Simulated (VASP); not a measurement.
# InSe (P4/mmm) in VASP: notebook

InSe is run at these levels: PBE; tasks: relaxation of cell and atoms, single point.

All numbers are computed with VASP 6.6.1; they aren't measurements. Logs are shortened: lines on timing, memory, paths and dates and some standing lists are left out, and cuts for length are marked.

**1. The cell of the first run**

It takes space group P4/mmm (No. 123, tetragonal). The conventional cell has a = 3.357 Å, b = 3.357 Å, c = 4.218 Å, α = 90.00°, β = 90.00°, γ = 90.00°. In (site symmetry 4/mmm) has 8 Se at 3.18 Å and 4 In at 3.36 Å within 4.2 Å. Se (site symmetry 4/mmm) has 8 In at 3.18 Å and 4 Se at 3.36 Å within 4.2 Å.

**2. Relaxation of cell and atoms, PBE**

Contents of INCAR:

```
SYSTEM = InSe
PREC = Accurate ; ENCUT = 600
EDIFF = 1E-6 ; ISMEAR = 0
SIGMA = 0.1 ; LREAL = .FALSE.
LASPH = .TRUE. ; NELM = 100
ALGO = Normal ; ISIF = 3
LWAVE = .FALSE. ; LCHARG = .FALSE.
GGA = PE ; IBRION = 2
NSW = 100 ; EDIFFG = -0.01
```

Contents of KPOINTS:

```
Automatic mesh
0
G
  16 16 14
  0 0 0
```

Contents of POSCAR:

```
InSe
1.0
    3.3573163500      0.0000000000      0.0000000000
    0.0000000000      3.3573163500      0.0000000000
    0.0000000000      0.0000000000      4.2181162700
In Se
1 1
Direct
    0.5000000000      0.5000000000      0.5000000000
    0.0000000000      0.0000000000      0.0000000000
```

Potentials or basis: VASP PAW PBE potentials, release 64 (In_d, Se).

The run is started by

```
$ cat potpaw_PBE.64/In_d/POTCAR potpaw_PBE.64/Se/POTCAR > POTCAR
$ mpirun -np 1 vasp_std > vasp.out
```

OUTCAR:

```text
SYSTEM = InSe
   PREC = Accurate
   ENCUT = 600
   EDIFF = 1E-6
   ISMEAR = 0
   LREAL = .FALSE.
   LASPH = .TRUE.
   NELM = 100
   ISIF = 3
   GGA = PE
   IBRION = 2
   NSW = 100
   EDIFFG = -0.01

 ion  position               nearest neighbor table
   1  0.500  0.500  0.500-   2 3.18   2 3.18   2 3.18   2 3.18   2 3.18   2 3.18   2 3.18   2 3.18

   2  0.000  0.000  0.000-   1 3.18   1 3.18   1 3.18   1 3.18   1 3.18   1 3.18   1 3.18   1 3.18

  LATTYP: Found a simple tetragonal cell.
 ALAT       =     3.3573163500
 C/A-ratio  =     1.2563952366

  Lattice vectors:

 A1 = (   3.3573163500,   0.0000000000,   0.0000000000)
 A2 = (   0.0000000000,   3.3573163500,   0.0000000000)
 A3 = (   0.0000000000,   0.0000000000,   4.2181162700)

Analysis of symmetry for initial positions (statically):
=====================================================================
 Subroutine PRICEL returns:
 Original cell was already a primitive cell.

 Routine SETGRP: Setting up the symmetry group for a
 simple tetragonal supercell.

 Subroutine GETGRP returns: Found 16 space group operations
 (whereof 16 operations were pure point group operations)
 out of a pool of 16 trial point group operations.

The static configuration has the point symmetry D_4h.

Analysis of symmetry for dynamics (positions and initial velocities):
=====================================================================
 Subroutine PRICEL returns:
 Original cell was already a primitive cell.

 Routine SETGRP: Setting up the symmetry group for a
 simple tetragonal supercell.

 Subroutine GETGRP returns: Found 16 space group operations
 (whereof 16 operations were pure point group operations)
 out of a pool of 16 trial point group operations.

The dynamic configuration has the point symmetry D_4h.

 Subroutine INISYM returns: Found 16 space group operations
 (whereof 16 operations are pure point group operations),
 and found     1 'primitive' translations

----------------------------------------------------------------------------------------

                                     Primitive cell

  volume of cell :      47.5448

  direct lattice vectors                    reciprocal lattice vectors
     3.357316350  0.000000000  0.000000000     0.297856948  0.000000000  0.000000000
     0.000000000  3.357316350  0.000000000     0.000000000  0.297856948  0.000000000
     0.000000000  0.000000000  4.218116270     0.000000000  0.000000000  0.237072649

  length of vectors
     3.357316350  3.357316350  4.218116270     0.297856948  0.297856948  0.237072649

  position of ions in fractional coordinates (direct lattice)
     0.500000000  0.500000000  0.500000000
     0.000000000  0.000000000  0.000000000

  ion indices of the primitive-cell ions
   primitive index   ion index
                 1           1
                 2           2

----------------------------------------------------------------------------------------

 KPOINTS: Automatic mesh

Automatic generation of k-mesh.
 Grid dimensions read from file:
 generate k-points for:   16   16   14

 Generating k-lattice:

  Cartesian coordinates                     Fractional coordinates (reciprocal lattice)
     0.018616059  0.000000000  0.000000000     0.062500000  0.000000000  0.000000000
     0.000000000  0.018616059  0.000000000     0.000000000  0.062500000  0.000000000
     0.000000000  0.000000000  0.016933761     0.000000000  0.000000000  0.071428571

  Length of vectors
     0.018616059  0.018616059  0.016933761

  Shift w.r.t. Gamma in fractional coordinates (k-lattice)
     0.000000000  0.000000000  0.000000000

 Subroutine IBZKPT returns following result:
 ===========================================

 Found    360 irreducible k-points:

 Following reciprocal coordinates:
            Coordinates               Weight
  0.000000  0.000000  0.000000      1.000000
  0.062500  0.000000  0.000000      4.000000
  0.125000  0.000000  0.000000      4.000000
  0.187500  0.000000  0.000000      4.000000
  0.250000  0.000000  0.000000      4.000000
  0.312500  0.000000  0.000000      4.000000
[... 16 lines left out ...]
  0.437500  0.125000  0.000000      8.000000
  0.500000  0.125000  0.000000      4.000000
 [... further k-points ...]
   k-points           NKPTS =    360   k-points in BZ     NKDIM =    360   number of bands    NBANDS=     13
   number of dos      NEDOS =    301   number of ions     NIONS =      2
   total plane-waves  NPLWV =  28224
   dimension x,y,z NGX =    28 NGY =   28 NGZ =   36
   dimension x,y,z NGXF=    56 NGYF=   56 NGZF=   72
   ions per type =               1   1
   NGX,Y,Z   is equivalent  to a cutoff of  13.86, 13.86, 14.19 a.u.
   NGXF,Y,Z  is equivalent  to a cutoff of  27.73, 27.73, 28.38 a.u.
 SYSTEM =  InSe
   PREC   = accura    normal or accurate (medium, high low for compatibility)
   ISTART =      0    job   : 0-new  1-cont  2-samecut
   ICHARG =      2    charge: 1-file 2-atom 10-const
   ISPIN  =      1    spin polarized calculation?
   LNONCOLLINEAR =      F non collinear calculations
   LSORBIT =      F    spin-orbit coupling
   LASPH  =      T    aspherical Exc in radial PAW
   ENCUT  =  600.0 eV  44.10 Ry    6.64 a.u.   6.71  6.71  8.42*2*pi/ulx,y,z
   NELM   =    100;   NELMIN=  2; NELMDL= -5     # of ELM steps
   EDIFF  = 0.1E-05   stopping-criterion for ELM
   LREAL  =      F    real-space projection
   EDIFFG = -.1E-01   stopping-criterion for IOM
   NSW    =    100    number of steps for IOM
   IBRION =      2    ionic relax: 0-MD 1-quasi-New 2-CG
   NFREE  =      1    steps in history (QN), initial steepest desc. (CG)
   ISIF   =      3    stress and relaxation
   ISYM   =      2    0-nonsym 1-usesym 2-fastsym
   POTIM  = 0.5000    time-step for ionic-motion
   TEBEG  =    0.0;   TEEND  =   0.0 temperature during run
   PSTRESS=    0.0 pullay stress
   NELECT =      19.0000    total number of electrons
   NUPDOWN=      -1.0000    fix difference up-down
   EMIN   =  10.00;   EMAX   =-10.00  energy-range for DOS
   EFERMI =   0.00;   METHOD = LEGACY
   ISMEAR =     0;   SIGMA  =   0.10  broadening in eV -4-tet -1-fermi 0-gaus
   EFERMI_NEDOS =   21; number of points for ismear=-14 and -15
   IALGO  =     38    algorithm
   IMIX   =      4    mixing-type and parameters
     AMIX     =   0.40;   BMIX     =  1.00
     AMIX_MAG =   1.60;   BMIX_MAG =  1.00
  volume/ion in A,a.u.               =      23.77       160.42
  Fermi-wavevector in a.u.,A,eV,Ry     =   1.205846  2.278718 19.783734  1.454063
  Thomas-Fermi vector in A             =   2.341530
   LORBIT       =      0    0 simple, 1 ext, 2 COOP (PROOUT), +10 PAW based schemes
   GGA     = PE    functional components
   LHFCALC =     F    Hartree Fock is set to
   AEXX    =    0.0000 exact exchange contribution
   IVDW    =     0    specifies the selected vdW correction
   LEPSILON=     F    determine dielectric tensor
   LRPA    =     F    only Hartree local field effects (RPA)
 conjugate gradient relaxation of ions
 non-spin polarized calculation
 Gauss-broadening in eV      SIGMA  =   0.10
  energy-cutoff  :      600.00
  volume of cell :       47.54
 maximum number of plane-waves:      1612
 NGX is ok and might be reduce to    28
   NGX = 13   NGY = 13   NGZ = 17

--------------------------------------- Ionic step        1  -------------------------------------------

 number of electron      19.0000000 magnetization

 Free energy of the ion-electron system (eV)
  ---------------------------------------------------
  ext. energy  EPLUGINS =         0.00000000
  ---------------------------------------------------
  free energy    TOTEN  =        -6.09769989 eV

  energy without entropy =       -6.09152204  energy(sigma->0) =       -6.09461097

------------------------ aborting loop because EDIFF is reached ----------------------------------------

  FORCE on cell =-STRESS in cart. coord.  units (eV):
  Direction    XX          YY          ZZ          XY          YZ          ZX
  --------------------------------------------------------------------------------------
  -------------------------------------------------------------------------------------
  Total        1.6746033      1.6746033     -1.1381098      0.0000000      0.0000000      0.0000000
  in kB       56.4312222     56.4312222    -38.3523241      0.0000000      0.0000000      0.0000000
  external PRESSURE =      24.8367068 kB  Pullay stress =       0.0000000 kB
[... 89 lines left out ...]
  FREE ENERGIE OF THE ION-ELECTRON SYSTEM (eV)
  ---------------------------------------------------
  free  energy   TOTEN  =        -6.3365080884 eV

  energy  without entropy=       -6.3305647913  energy(sigma->0) =       -6.33353644

 E-fermi :   4.9331     XC(G=0):  -9.8316

 val. band max:        4.9307461002   @ k =   0.4375   0.1875   0.0000
 cond. band min:       4.9427185968   @ k =   0.5000   0.4375   0.0714
 fundamental gap:      0.0119724966
 Fermi energy:         4.9331489293

 k-point     1 :       0.0000    0.0000    0.0000
  band No.  band energies     occupation
      1      -9.2955      2.00000
      2      -9.2688      2.00000
      3      -9.1437      2.00000
      4      -9.1429      2.00000
      5      -9.1429      2.00000
      6      -8.0462      2.00000
      7       1.3220      2.00000
      8       3.6040      2.00000
      9       3.6040      2.00000
     10       4.0016      2.00000
     11      10.2369      0.00000
     12      10.5211      0.00000
     13      12.9227      0.00000
[... 353 lines left out ...]
 k-point    24 :       0.5000    0.1250    0.0000
  band No.  band energies     occupation
      1      -9.2738      2.00000
      2      -9.2167      2.00000
      3      -9.1817      2.00000
      4      -9.1671      2.00000
      5      -9.1443      2.00000
      6      -7.2747      2.00000
      7      -1.3077      2.00000
      8       3.5747      2.00000
      9       4.9234      1.10923
     10       5.8952      0.00000
     11       7.3704      0.00000
     12       9.8961      0.00000
     13      10.4783      0.00000

 [... further k-points ...]

[... ionic steps 4 to 10 ...]

--------------------------------------- Ionic step       11  -------------------------------------------

 number of electron      18.9999996 magnetization

------------------------ aborting loop because EDIFF is reached ----------------------------------------

  FORCE on cell =-STRESS in cart. coord.  units (eV):
  Direction    XX          YY          ZZ          XY          YZ          ZX
  --------------------------------------------------------------------------------------
  -------------------------------------------------------------------------------------
  Total        0.0420089      0.0420089      0.0397157      0.0000000      0.0000000      0.0000000
  in kB        1.4079395      1.4079395      1.3310849      0.0000000      0.0000000      0.0000000
  external PRESSURE =       1.3823213 kB  Pullay stress =       0.0000000 kB
[... 57 lines left out ...]
  energy  without entropy=       -6.4442895948  energy(sigma->0) =       -6.44611222

--------------------------------------- Ionic step       13  -------------------------------------------

 number of electron      18.9999997 magnetization

 Free energy of the ion-electron system (eV)
  ---------------------------------------------------
  ext. energy  EPLUGINS =         0.00000000
  ---------------------------------------------------
  free energy    TOTEN  =        -6.44797973 eV

  energy without entropy =       -6.44430297  energy(sigma->0) =       -6.44614135

 E-fermi :   5.8332     XC(G=0): -10.1980

 val. band max:        5.8310015909   @ k =   0.2500   0.2500   0.3571
 cond. band min:       5.8364225634   @ k =   0.3750   0.0000   0.5000
 fundamental gap:      0.0054209725
 Fermi energy:         5.8331576084

 k-point     1 :       0.0000    0.0000    0.0000
  band No.  band energies     occupation
      1      -8.5093      2.00000
      2      -8.5087      2.00000
      3      -8.3345      2.00000
      4      -8.3345      2.00000
      5      -8.3343      2.00000
      6      -7.6196      2.00000
      7       2.3511      2.00000
      8       4.4494      2.00000
      9       4.4494      2.00000
     10       4.4552      2.00000
     11      11.1293      0.00000
     12      11.1331      0.00000
     13      14.1779      0.00000
[... 353 lines left out ...]
 k-point    24 :       0.5000    0.1250    0.0000
  band No.  band energies     occupation
      1      -8.4832      2.00000
      2      -8.4404      2.00000
      3      -8.3931      2.00000
      4      -8.3635      2.00000
      5      -8.3366      2.00000
      6      -6.6255      2.00000
      7      -0.8529      2.00000
      8       4.4108      2.00000
      9       5.6175      1.99771
     10       7.0421      0.00000
     11       8.2970      0.00000
     12      10.9901      0.00000
     13      11.1032      0.00000

 [... further k-points ...]
[... 5 lines left out ...]
  --------------------------------------------------------------------------------------
  -------------------------------------------------------------------------------------
  Total        0.0038189      0.0038189      0.0024500      0.0000000      0.0000000      0.0000000
  in kB        0.1276883      0.1276883      0.0819186      0.0000000      0.0000000      0.0000000
  external PRESSURE =       0.1124317 kB  Pullay stress =       0.0000000 kB
[... 17 lines left out ...]
  FREE ENERGIE OF THE ION-ELECTRON SYSTEM (eV)
  ---------------------------------------------------
  free  energy   TOTEN  =        -6.4479797277 eV

  energy  without entropy=       -6.4443029663  energy(sigma->0) =       -6.44614135

 reached required accuracy - stopping structural energy minimisation
```

Wall time 12 min (1 thread of Intel Xeon Platinum 8488C (Sapphire Rapids), shared host); peak memory 0.45 GiB.

What came out:

```
Free energy                            : -6.4480 eV
Relaxed volume                         : 23.96 Å³/atom
Relaxed cell                           : a = 3.633 Å, b = 3.633 Å, c = 3.631 Å, α = 90.00°, β = 90.00°, γ = 90.00°
Space group after relaxing (to 0.05 Å) : Pm-3m (No. 221)
Energy gained by relaxing              : 175.1 meV/atom
Ionic steps                            : 13
Pressure after relaxing                : 0.0 GPa
```

Step by step:
```tsv
step	energy change (eV)	largest force (eV/Å)	pressure (GPa)	volume (Å³)
1	0.0000	0.0000	2.48	47.54
2	-0.1442	0.0000	-0.69	50.05
3	-0.2388	0.0000	-4.14	53.83
4	-0.2980	0.0000	-3.45	52.23
5	-0.3014	0.0000	-3.15	51.84
6	-0.3425	0.0000	-1.29	49.30
7	-0.3497	0.0000	-0.05	47.99
8	-0.3498	0.0000	0.10	47.81
9	-0.3498	0.0000	0.21	47.73
10	-0.3502	0.0000	0.15	47.78
11	-0.3502	0.0000	0.14	47.80
12	-0.3502	0.0000	0.12	47.81
13	-0.3503	0.0000	0.01	47.92
```

Final structure:
```cif
data_structure
_symmetry_space_group_name_H-M 'P 1'
_symmetry_Int_Tables_number 1
_cell_length_a 3.6326
_cell_length_b 3.6326
_cell_length_c 3.6312
_cell_angle_alpha 90.000
_cell_angle_beta 90.000
_cell_angle_gamma 90.000
_cell_volume 47.92
loop_
_atom_site_label
_atom_site_type_symbol
_atom_site_fract_x
_atom_site_fract_y
_atom_site_fract_z
_atom_site_occupancy
In1 In 0.50000 0.50000 0.50000 1
Se1 Se 0.00000 0.00000 0.00000 1
```

Caveat: spin-orbit coupling is left out, which moves the levels of the heavy elements.

**3. Single point, PBE**

Contents of INCAR:

```
SYSTEM = InSe
PREC = Accurate
ENCUT = 520
EDIFF = 1E-7
ISMEAR = 0
SIGMA = 0.1
LREAL = .FALSE.
LASPH = .TRUE.
NELM = 100
ALGO = Normal
ISIF = 2
LWAVE = .FALSE.
LCHARG = .TRUE.
GGA = PE
LELF = .TRUE.
LVHAR = .TRUE.
NBANDS = 16
```

Contents of KPOINTS:

```
Automatic mesh
0
G
  6 6 4
  0 0 0
```

POSCAR is that of step 2.

Potentials or basis: VASP PAW PBE potentials, release 64 (In_d, Se).

The run is started by

```
$ cat potpaw_PBE.64/In_d/POTCAR potpaw_PBE.64/Se/POTCAR > POTCAR
$ mpirun -np 1 vasp_std > vasp.out
```

Run time: 12 s. Hardware: 1 thread of Intel Xeon Platinum 8488C (Sapphire Rapids), shared host; peak memory 0.17 GiB.

It converged, with:

```
Free energy : -6.1345 eV
Pressure    : 2.5 GPa
```

Stress tensor (GPa, compression positive):
```
 5.04  0.00  0.00
 0.00  5.04  0.00
 0.00  0.00 -2.64
```

Levels at points of the mesh, in eV from the Fermi level:
```tsv
k point	band 6	band 7	band 8	band 9	band 10	band 11	band 12	band 13	band 14	band 15
(0.00, 0.00, 0.00)	-13.79	-4.34	-3.39	-0.48	-0.48	5.20	6.27	7.48	8.67	8.67
(0.50, 0.00, 0.00)	-12.69	-6.61	-1.59	0.13	0.57	0.74	2.80	7.25	7.40	9.94
(0.50, 0.50, 0.00)	-11.60	-4.34	-4.34	-2.19	-0.98	3.57	3.57	5.89	6.03	7.66
(0.00, 0.00, 0.50)	-13.36	-7.73	0.09	0.09	2.19	2.58	6.01	6.01	6.99	9.67
(0.50, 0.00, 0.50)	-12.09	-5.02	-4.64	-3.95	0.63	4.92	7.00	8.10	8.95	10.76
(0.50, 0.50, 0.50)	-11.65	-3.19	-3.19	-2.15	-0.89	0.05	0.05	1.17	11.30	14.12
```

Caveat: the k points lie up to 0.37 Å⁻¹ apart; spin-orbit coupling is left out, which moves the levels of the heavy elements.
